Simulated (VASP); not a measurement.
# MgO (P6_3/mmc) in VASP: notebook, part 2 of 2

VASP 6.6.1.

## Step 3: Single point, PBEsol

This run uses another cell than the first one, of 9.40 Å³/atom.

File INCAR:

```
SYSTEM = MgO
PREC = Accurate
ENCUT = 520
EDIFF = 1E-7
ISMEAR = 0
SIGMA = 0.01
LREAL = .False.
LASPH = .True.
NELM = 80
ALGO = Normal
ISIF = 2
LWAVE = .False.
LCHARG = .False.
GGA = PS
NBANDS = 16
```

File KPOINTS:

```
regular mesh
0
Gamma
  8 8 5
  0 0 0
```

File POSCAR:

```
MgO
1.0
    3.3008720241     -0.0000000029      0.0000000000
   -1.6504360095      2.8586390289      0.0000000000
    0.0000000000      0.0000000000      3.9850503977
Mg O
2 2
Direct
    0.3333333333      0.6666666667     -0.0477014291
    0.6666666667      0.3333333333      0.4522985709
    0.3333333333      0.6666666667      0.4523014284
    0.6666666667      0.3333333333      0.9523014284
```

Potentials or basis: VASP PAW PBE potentials, release 64 (Mg, O).

Command:

```sh
cat potpaw_PBE.64/Mg/POTCAR potpaw_PBE.64/O/POTCAR > POTCAR
mpirun -np 1 vasp_std > vasp.out
```

OUTCAR:

```text
SYSTEM = MgO
   PREC = Accurate
   ENCUT = 520
   EDIFF = 1E-7
   ISMEAR = 0
   LREAL = .False.
   LASPH = .True.
   NELM = 80
   ISIF = 2
   GGA = PS

 ion  position               nearest neighbor table
   1  0.333  0.667  0.952-   4 1.91   4 1.91   4 1.91   3 1.99   3 1.99   2 2.76   2 2.76   2 2.76
                             2 2.76   2 2.76   2 2.76
   2  0.667  0.333  0.452-   3 1.91   3 1.91   3 1.91   4 1.99   4 1.99   1 2.76   1 2.76   1 2.76
                             1 2.76   1 2.76   1 2.76
   3  0.333  0.667  0.452-   2 1.91   2 1.91   2 1.91   1 1.99   1 1.99
   4  0.667  0.333  0.952-   1 1.91   1 1.91   1 1.91   2 1.99   2 1.99

  LATTYP: Found a hexagonal cell.
 ALAT       =     3.3008720241
 C/A-ratio  =     1.2072720083

  Lattice vectors:

 A1 = (   3.3008720241,  -0.0000000029,   0.0000000000)
 A2 = (  -1.6504360095,   2.8586390289,   0.0000000000)
 A3 = (   0.0000000000,   0.0000000000,   3.9850503977)

Analysis of symmetry for initial positions (statically):
=====================================================================
 Subroutine PRICEL returns:
 Original cell was already a primitive cell.

 Routine SETGRP: Setting up the symmetry group for a
 hexagonal supercell.

 Subroutine GETGRP returns: Found 24 space group operations
 (whereof  6 operations were pure point group operations)
 out of a pool of 24 trial point group operations.

The static configuration has the point symmetry C_3v.
 The point group associated with its full space group is D_6h.

Analysis of symmetry for dynamics (positions and initial velocities):
=====================================================================
 Subroutine PRICEL returns:
 Original cell was already a primitive cell.

 Routine SETGRP: Setting up the symmetry group for a
 hexagonal supercell.

 Subroutine GETGRP returns: Found 24 space group operations
 (whereof  6 operations were pure point group operations)
 out of a pool of 24 trial point group operations.

The dynamic configuration has the point symmetry C_3v.
[... 127 lines left out ...]
  Thomas-Fermi vector in A             =   2.366143
   LORBIT       =      0    0 simple, 1 ext, 2 COOP (PROOUT), +10 PAW based schemes
   GGA     = PS    functional components
   LHFCALC =     F    Hartree Fock is set to
   AEXX    =    0.0000 exact exchange contribution
   IVDW    =     0    specifies the selected vdW correction
   LEPSILON=     F    determine dielectric tensor
   LRPA    =     F    only Hartree local field effects (RPA)
 non-spin polarized calculation
 Gauss-broadening in eV      SIGMA  =   0.01
  energy-cutoff  :      520.00
  volume of cell :       37.60
 maximum number of plane-waves:      1023
 NGX is ok and might be reduce to    28
   NGX = 13   NGY = 13   NGZ = 15

 number of electron      15.9999995 magnetization

 Free energy of the ion-electron system (eV)
  ---------------------------------------------------
  ext. energy  EPLUGINS =         0.00000000
  ---------------------------------------------------
  free energy    TOTEN  =       -24.20919297 eV

  energy without entropy =      -24.20919297  energy(sigma->0) =      -24.20919297

 E-fermi :   3.1432     XC(G=0): -11.0465

 val. band max:        3.0285467748   @ k =   0.0000   0.0000   0.0000
 cond. band min:       7.1525051944   @ k =   0.0000   0.0000   0.0000
 fundamental gap:      4.1239584197
 Fermi energy:         3.1431783911

 k-point     1 :       0.0000    0.0000    0.0000
  band No.  band energies     occupation
      1     -14.6277      2.00000
      2     -12.7591      2.00000
      3      -1.2974      2.00000
      4       0.9443      2.00000
      5       0.9443      2.00000
      6       1.9657      2.00000
[... 433 lines left out ...]
      3      -1.4731      2.00000
      4      -1.0477      2.00000
      5       0.9206      2.00000
      6       1.5247      2.00000
[... 8 lines left out ...]
     15      18.7719      0.00000
     16      19.4811      0.00000

 [... further k-points ...]

------------------------ aborting loop because EDIFF is reached ----------------------------------------

  FORCE on cell =-STRESS in cart. coord.  units (eV):
  Direction    XX          YY          ZZ          XY          YZ          ZX
  --------------------------------------------------------------------------------------
  -------------------------------------------------------------------------------------
  Total        7.0944377      7.0944377      7.0447340      0.0000000     -0.0000000      0.0000000
  in kB      302.2781376    302.2781376    300.1603754      0.0000000     -0.0000000      0.0000000
  external PRESSURE =     301.5722169 kB  Pullay stress =       0.0000000 kB

 VOLUME and BASIS-vectors are now :
 -----------------------------------------------------------------------------
  energy-cutoff  :      520.00
  volume of cell :       37.60
      direct lattice vectors                 reciprocal lattice vectors
     3.300872024 -0.000000003  0.000000000     0.302950249  0.174908407  0.000000000
    -1.650436009  2.858639029  0.000000000     0.000000000  0.349816815  0.000000000
     0.000000000  0.000000000  3.985050398     0.000000000  0.000000000  0.250937855

 POSITION                                       TOTAL-FORCE (eV/Angst)
 -----------------------------------------------------------------------------------
      0.00000      1.90576      3.79496         0.000000     -0.000000     -0.000000
      1.65044      0.95288      1.80243        -0.000000      0.000000     -0.000000
      0.00000      1.90576      1.80244        -0.000000     -0.000000      0.000000
      1.65044      0.95288      3.79497         0.000000      0.000000     -0.000000
 -----------------------------------------------------------------------------------
    total drift:                               -0.000000      0.000000     -0.027515

  FREE ENERGIE OF THE ION-ELECTRON SYSTEM (eV)
  ---------------------------------------------------
  free  energy   TOTEN  =       -24.2091929744 eV

  energy  without entropy=      -24.2091929744  energy(sigma->0) =      -24.20919297
```

stdout:

```text
POSCAR found type information on POSCAR MgO
 POSCAR found :  2 types and       4 ions
 scaLAPACK will be used
 -----------------------------------------------------------------------------
|                                                                             |
|                                                                             |
|     You enforced a specific xc type in the INCAR file but a different       |
|     I HOPE YOU KNOW WHAT YOU ARE DOING!                                     |
|                                                                             |
 -----------------------------------------------------------------------------

 LDA part: xc-table for (Slater+PW92), standard interpolation
 POSCAR, INCAR and KPOINTS ok, starting setup
 FFT: planning ... GRIDC
 FFT: planning ... GRID_SOFT
 FFT: planning ... GRID
 WAVECAR not read
 entering main loop
```

Wall time 25 s (1 thread of Intel Xeon 8259CL, shared host); peak memory 0.16 GiB.

Results:

```yaml
Free_energy: -24.2092 eV
Pressure: 30.2 GPa
Band_gap_on_the_k_mesh: 4.12 eV
```

Caveat: the cell stands under pressure; the PAW data sets were made with another functional, which shifts forces and pressure a little.

## Step 4: Single point, PBEsol

This run uses another cell than the first one, of 9.83 Å³/atom.

File INCAR:

```
SYSTEM = MgO
ALGO     = Normal         ! electronic algorithm
EDIFF    = 1E-6           ! SCF threshold, eV
ENCUT    = 520            ! plane-wave cutoff, eV
GGA      = PS             ! functional
ISIF     = 2              ! what is computed and relaxed
ISMEAR   = 0              ! smearing method
LASPH    = .True.         ! aspherical terms in the spheres
LCHARG   = .False.        ! write CHGCAR
LREAL    = .False.        ! projectors in reciprocal space
LWAVE    = .False.        ! write WAVECAR
NBANDS   = 16             ! bands
NELM     = 100            ! most SCF steps
PREC     = Accurate       ! precision mode
SIGMA    = 0.01           ! smearing width, eV
```

File KPOINTS:

```
k-points
0
Gamma
  8 8 5
  0 0 0
```

File POSCAR:

```
MgO
1.0
    3.3515967150     -0.0000000029      0.0000000000
   -1.6757983549      2.9025678999      0.0000000000
    0.0000000000      0.0000000000      4.0415777551
Mg O
2 2
Direct
    0.3333333333      0.6666666667     -0.0477019990
    0.6666666667      0.3333333333      0.4522980010
    0.3333333333      0.6666666667      0.4523019982
    0.6666666667      0.3333333333      0.9523019982
```

Command:

```sh
cat potpaw_PBE.64/Mg/POTCAR potpaw_PBE.64/O/POTCAR > POTCAR
mpirun -np 1 vasp_std > vasp.out
```

It took 25 s on 1 thread of Intel Xeon 8259CL, shared host; peak memory 0.16 GiB.

Results (log left out):

```
Free energy            : -24.4775 eV
Pressure               : 19.9 GPa
Band gap on the k mesh : 3.89 eV
```

Stress tensor (GPa, compression positive):
```
19.97  0.00  0.00
 0.00 19.97  0.00
 0.00  0.00 19.80
```

Levels at points of the mesh, in eV from the valence-band top:
| k point | band 6 | band 7 | band 8 | band 9 | band 10 | band 11 |
| --- | --- | --- | --- | --- | --- | --- |
| (0.00, 0.00, 0.00) | -0.99 | -0.99 | 0.00 | 3.89 | 10.29 | 12.95 |
| (0.50, 0.00, 0.00) | -2.20 | -1.51 | -0.62 | 7.17 | 9.94 | 10.17 |

Caveat: the cell stands under pressure; the PAW data sets were made with another functional, which shifts forces and pressure a little.

## Step 5: Single point, PBEsol

This run uses another cell than the first one, of 10.37 Å³/atom.

File INCAR:

```
ALGO = Normal
EDIFF = 1E-6
ENCUT = 520
GGA = PS
ISIF = 2
ISMEAR = 0
LASPH = T
LCHARG = F
LREAL = F
LWAVE = F
NBANDS = 16
NELM = 60
PREC = Accurate
SIGMA = 0.01
```

File KPOINTS:

```
k-points
0
Gamma
  8 8 5
```

File POSCAR:

```
MgO
1.0
    3.4136494256     -0.0000000030      0.0000000000
   -1.7068247102      2.9563071237      0.0000000000
    0.0000000000      0.0000000000      4.1094201004
Mg O
2 2
Direct
    0.3333333333      0.6666666667     -0.0477050840
    0.6666666667      0.3333333333      0.4522949160
    0.3333333333      0.6666666667      0.4523050833
    0.6666666667      0.3333333333      0.9523050833
```

Potentials or basis: VASP PAW PBE potentials, release 64 (Mg, O).

Command:

```sh
cat potpaw_PBE.64/Mg/POTCAR potpaw_PBE.64/O/POTCAR > POTCAR
mpirun -np 1 vasp_std > vasp.out
```

OUTCAR:

```text
EDIFF = 1E-6
   ENCUT = 520
   GGA = PS
   ISIF = 2
   ISMEAR = 0
   LASPH = T
   LREAL = F
   NELM = 60
   PREC = Accurate

 ion  position               nearest neighbor table
   1  0.333  0.667  0.952-   4 1.97   4 1.97   4 1.97   3 2.05   3 2.05   2 2.85   2 2.85   2 2.85
                             2 2.85   2 2.85   2 2.85
   2  0.667  0.333  0.452-   3 1.97   3 1.97   3 1.97   4 2.05   4 2.05   1 2.85   1 2.85   1 2.85
                             1 2.85   1 2.85   1 2.85
[... 661 lines left out ...]
  FORCE on cell =-STRESS in cart. coord.  units (eV):
  Direction    XX          YY          ZZ          XY          YZ          ZX
  --------------------------------------------------------------------------------------
  -------------------------------------------------------------------------------------
  Total        2.5355163      2.5355163      2.5037886      0.0000000     -0.0000000      0.0000000
  in kB       97.9553108     97.9553108     96.7295634      0.0000000     -0.0000000      0.0000000
  external PRESSURE =      97.5467283 kB  Pullay stress =       0.0000000 kB

 VOLUME and BASIS-vectors are now :
 -----------------------------------------------------------------------------
  energy-cutoff  :      520.00
  volume of cell :       41.47
      direct lattice vectors                 reciprocal lattice vectors
     3.413649426 -0.000000003  0.000000000     0.292941622  0.169129924  0.000000000
    -1.706824710  2.956307124  0.000000000     0.000000000  0.338259849  0.000000000
     0.000000000  0.000000000  4.109420100     0.000000000  0.000000000  0.243343337

 POSITION                                       TOTAL-FORCE (eV/Angst)
 -----------------------------------------------------------------------------------
      0.00000      1.97087      3.91338        -0.000000     -0.000000      0.000207
      1.70682      0.98544      1.85867        -0.000000     -0.000000      0.000207
      0.00000      1.97087      1.85871        -0.000000      0.000000     -0.000207
      1.70682      0.98544      3.91342         0.000000     -0.000000     -0.000207
 -----------------------------------------------------------------------------------
    total drift:                               -0.000000      0.000000      0.000250

  FREE ENERGIE OF THE ION-ELECTRON SYSTEM (eV)
  ---------------------------------------------------
  free  energy   TOTEN  =       -24.6767083182 eV

  energy  without entropy=      -24.6767083182  energy(sigma->0) =      -24.67670832
```

OSZICAR:

```text
N       E                     dE             d eps       ncg     rms          rms(c)
DAV:   1     0.580702853163E+02    0.58070E+02   -0.75775E+03   960   0.894E+02
DAV:   2    -0.249176178918E+02   -0.82988E+02   -0.76505E+02  1352   0.201E+02
DAV:   3    -0.283735967069E+02   -0.34560E+01   -0.34493E+01  1064   0.417E+01
DAV:   4    -0.283870280288E+02   -0.13431E-01   -0.13431E-01  1168   0.304E+00
DAV:   5    -0.283870941904E+02   -0.66162E-04   -0.66161E-04  1088   0.201E-01    0.106E+01
DAV:   6    -0.247828410797E+02    0.36043E+01   -0.88163E+00  1016   0.234E+01    0.335E+00
DAV:   7    -0.247150231195E+02    0.67818E-01   -0.13676E-01   992   0.296E+00    0.206E+00
DAV:   8    -0.246786913005E+02    0.36332E-01   -0.81193E-02  1048   0.301E+00    0.477E-01
DAV:   9    -0.246763129579E+02    0.23783E-02   -0.54085E-03  1152   0.654E-01    0.110E-01
DAV:  10    -0.246767045579E+02   -0.39160E-03   -0.36463E-04   976   0.141E-01    0.198E-02
DAV:  11    -0.246767096143E+02   -0.50565E-05   -0.88564E-06  1128   0.208E-02    0.138E-02
DAV:  12    -0.246767084127E+02    0.12017E-05   -0.29305E-06   992   0.144E-02    0.274E-03
DAV:  13    -0.246767083182E+02    0.94436E-07   -0.33563E-07   504   0.470E-03
   1 F= -.24676708E+02 E0= -.24676708E+02  d E =-.582598E-58
```

Run time: 32 s. Hardware: 1 thread of Intel Xeon 8259CL, shared host; peak memory 0.17 GiB.

What came out:

| Property | Result |
| --- | --- |
| Free energy | -24.6767 eV |
| Pressure | 9.8 GPa |
| Band gap on the k mesh | 3.61 eV |

Stress tensor (GPa, compression positive):
```
9.80 0.00 0.00
0.00 9.80 0.00
0.00 0.00 9.67
```

Caveat: the cell stands under pressure; the PAW data sets were made with another functional, which shifts forces and pressure a little.

## Step 6: The runs side by side

```tsv
cell	gap on the mesh (eV)	pressure (GPa)
a = 3.258, b = 3.258, c = 3.937 Å, angles 90.0, 90.0, 120.0°, 4 atoms	4.33	40.4
a = 3.301, b = 3.301, c = 3.985 Å, angles 90.0, 90.0, 120.0°, 4 atoms	4.12	30.2
a = 3.352, b = 3.352, c = 4.042 Å, angles 90.0, 90.0, 120.0°, 4 atoms	3.89	19.9
a = 3.414, b = 3.414, c = 4.109 Å, angles 90.0, 90.0, 120.0°, 4 atoms	3.61	9.8
```

Alike in all rows: task single point; level PBEsol; potentials or basis VASP PAW PBE potentials, release 64 (Mg, O); no spin polarisation; k mesh 8 × 8 × 5; cutoff (eV) 520; smearing gaussian 0.01 eV.

Caveats: the cell stands under pressure; the PAW data sets were made with another functional, which shifts forces and pressure a little.

Total energies depend on the potentials used, so only differences within one code and one set of settings carry meaning.
